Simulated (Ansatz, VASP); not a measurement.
TiB2: VASP beside Ansatz

The input INCAR:

```
SYSTEM = TiB2
PREC     = Accurate       ! precision mode
ENCUT    = 600            ! plane-wave cutoff, eV
EDIFF    = 1E-7           ! SCF threshold, eV
ISMEAR   = -1             ! smearing method
SIGMA    = 0.15           ! smearing width, eV
LREAL    = .FALSE.        ! projectors in reciprocal space
LASPH    = .TRUE.         ! aspherical terms in the spheres
NELM     = 80             ! most SCF steps
ALGO     = Normal         ! electronic algorithm
ISIF     = 3              ! what is computed and relaxed
LWAVE    = .FALSE.        ! write WAVECAR
LCHARG   = .FALSE.        ! write CHGCAR
IBRION   = 2              ! ionic algorithm
NSW      = 80             ! ionic steps
EDIFFG   = -0.001         ! ionic threshold
```

KPOINTS

```
Automatic mesh
0
G
  15 15 12
  0 0 0
```

The input POSCAR:

```
TiB2
1.0
    2.9939207400      0.0000000029      0.0000000000
   -1.4969603725      2.5928114163      0.0000000000
    0.0000000000      0.0000000000      3.1595020479
Ti B
1 2
Direct
    0.0000000000      0.0000000000      0.0000000000
    0.3333333333      0.6666666667      0.5000000000
    0.6666666667      0.3333333333      0.5000000000
```

Input for Ansatz:

```yaml
crystal:
  lattice:
    - [2.99392074, 2.9e-09, 0.0]
    - [-1.4969603725, 2.5928114163, 0.0]
    - [0.0, 0.0, 3.1595020479]
  atoms:
    - { symbol: Ti, position: [0.0, 0.0, 0.0] }
    - { symbol: B, position: [0.3333333333, 0.6666666667, 0.5] }
    - { symbol: B, position: [0.6666666667, 0.3333333333, 0.5] }
basis:
  ecutwfc: 420
kpoints:
  mp_grid: { grid: [15, 15, 12] }
hamiltonian:
  xc: lda
  pseudopotentials: { kind: paw, azcp: { folder: soft_1 } }
scf:
  occupations: { method: fermi_dirac, width: 0.15 }
output:
  forces: true
  stress: true
  eigenvalues: true
relax:
  adjacent_minimum: "off"
  f_tol: 0.001
  max_steps: 60
  cell: { stress_tol: 0.01 }
```

Alike in both runs: task relaxation of cell and atoms; functional LDA; k mesh 15 × 15 × 12; occupations fermi-dirac, width 0.15 eV; no spin polarisation.

|  | VASP | Ansatz |
| --- | --- | --- |
| version | VASP 6.6.1 | Ansatz 0.2.0 |
| potentials or method | VASP PAW LDA potentials, release 64 (Ti_sv, B), cutoff 600 eV | scalar-relativistic, plane waves, PAW |
| valence electrons in the cell | 18 | 18 |

|  | VASP | Ansatz | Ansatz less VASP |
| --- | --- | --- | --- |
| gap on the k mesh at the Fermi level, each at its own relaxed structure (eV) | none | none | - |
| relaxed volume (Å³/atom) | 8.20 | 8.18 | -0.017 |
| relaxed cell length with the largest relative difference (Å) | 3.162 | 3.160 | -0.0026 |

Ansatz warns that its potentials were made for another functional, while VASP's fit it. LDA's correlation is that of Perdew and Zunger in VASP and of Perdew and Wang (1992) in Ansatz. A gap of «none» marks a metal or a gap that the smearing closes.
